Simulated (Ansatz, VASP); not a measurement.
Ga in VASP and in Ansatz

File INCAR:

```
PREC = Accurate
ENCUT = 520
EDIFF = 1E-6
ISMEAR = 1
SIGMA = 1.0
LREAL = False
LASPH = True
NELM = 100
ALGO = Normal
ISIF = 2
LWAVE = False
LCHARG = True
GGA = CA
LELF = True
LVHAR = True
NBANDS = 34
```

The input KPOINTS:

```
regular mesh
0
Gamma
  8 8 7
```

POSCAR

```
Ga
1.0
    2.2178908173     -3.7419137528      0.0000000000
    2.2178908173      3.7419137528      0.0000000000
    0.0000000000      0.0000000000      4.4249628129
Ga
4
Direct
    0.8443628362      0.1556371638      0.0859373133
    0.6556371638      0.3443628362      0.5859373133
    0.1556371638      0.8443628362      0.9140626867
    0.3443628362      0.6556371638      0.4140626867
```

Input for Ansatz:

```yaml
crystal:
  lattice:
    - [2.2178908173, -3.7419137528, 0.0]
    - [2.2178908173, 3.7419137528, 0.0]
    - [0.0, 0.0, 4.4249628129]
  atoms:
    - { symbol: Ga, position: [0.8443628362, 0.1556371638, 0.0859373133] }
    - { symbol: Ga, position: [0.6556371638, 0.3443628362, 0.5859373133] }
    - { symbol: Ga, position: [0.1556371638, 0.8443628362, 0.9140626867] }
    - { symbol: Ga, position: [0.3443628362, 0.6556371638, 0.4140626867] }
hamiltonian:
  xc: lda
  pseudopotentials:
    kind: paw
    azcp:
      Ga: "pseudopotentials/Ga.paw.azcp"
basis:
  ecutwfc: 420
  fft_grid_basis: typed
kpoints:
  mp_grid: { grid: [8, 8, 7], shift: [0, 0, 0] }
magnetization:
  spin_polarized: false
scf:
  occupations: { method: cold, width: 1.0 }
  lower_state_search: "off"
output:
  stress: true
```

Alike in both runs: task single point; functional LDA; k mesh 8 × 8 × 7; no spin polarisation.

|  | VASP | Ansatz |
| --- | --- | --- |
| version | VASP 6.6.1 | Ansatz 0.2.0 |
| potentials or method | VASP PAW LDA potentials, release 64 (Ga_d), cutoff 520 eV | plane waves (420 eV) with PAW, scalar-relativistic |
| occupations | methfessel-paxton of order 1, width 1 eV | cold, width 1 eV |
| valence electrons in the cell | 52 | 52 |

Ansatz gave:

- pressure (GPa): -0.1
- traceless stress, the component that is largest in VASP (GPa): -0.41

Q: What did VASP give for the same quantities?

A: Pressure (GPa): 0.0; traceless stress, the component that is largest in VASP (GPa): 0.43.

Ansatz warns that its potentials were made for another functional, while VASP's fit it. LDA's correlation is that of Perdew and Zunger in VASP and of Perdew and Wang (1992) in Ansatz.
